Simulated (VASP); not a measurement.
TiAl: single point with PBEsol

TiAl:

```xyz
2
Lattice="3.0519 0.0000 0.0000 0.0000 3.0519 0.0000 0.0000 0.0000 3.4334" Properties=species:S:1:pos:R:3 pbc="T T T"
Ti    0.0000    0.0000    0.0000
Al    1.5260    1.5260    1.7167
```

This cell differs from its parent crystal: strain -0.040 along x and y, +0.080 along z.

```
Program             : VASP 6.6.1
Task                : single point
Functional          : PBEsol
Potentials or basis : VASP PAW PBE potentials, release 64 (Ti_sv, Al)
Cutoff              : 520 eV
k mesh              : 16 × 16 × 16
Occupations         : gaussian, width 0.15 eV
Spin                : no spin polarisation
```

```yaml
Pressure: -1.8 GPa
Band_gap_on_the_k_mesh: zero (an odd number of electrons rules out a gap without spin polarisation)
```

Stress tensor (GPa, compression positive):
```
-4.48  0.00  0.00
 0.00 -4.48  0.00
 0.00  0.00  3.69
```

Levels at points of the mesh, in eV from the Fermi level:
| k point | band 4 | band 5 | band 6 | band 7 | band 8 | band 9 | band 10 | band 11 |
| --- | --- | --- | --- | --- | --- | --- | --- | --- |
| (0.00, 0.00, 0.00) | -32.79 | -9.19 | -1.54 | -1.21 | 1.78 | 1.78 | 2.30 | 2.58 |
| (0.50, 0.00, 0.00) | -32.77 | -5.54 | -5.01 | -0.61 | -0.39 | 0.71 | 2.05 | 3.56 |
| (0.50, 0.50, 0.00) | -32.89 | -4.40 | -1.58 | -1.58 | -1.20 | 0.24 | 0.24 | 3.23 |
| (0.00, 0.00, 0.50) | -32.78 | -6.61 | -5.25 | -0.62 | 0.66 | 0.66 | 2.22 | 2.40 |
| (0.50, 0.00, 0.50) | -32.76 | -5.11 | -2.47 | -1.82 | -1.44 | 1.02 | 1.22 | 2.48 |
| (0.50, 0.50, 0.50) | -32.96 | -2.96 | -2.96 | -2.96 | 0.89 | 2.60 | 2.73 | 3.24 |

Run time: 6.1 min on 1 thread of Intel Xeon 8259CL, on a shared host, peak memory 0.3 GiB.

Caveat: the cell differs from its parent crystal (strain -0.040 along x and y, +0.080 along z); the PAW data sets were made with another functional, which shifts forces and pressure a little.
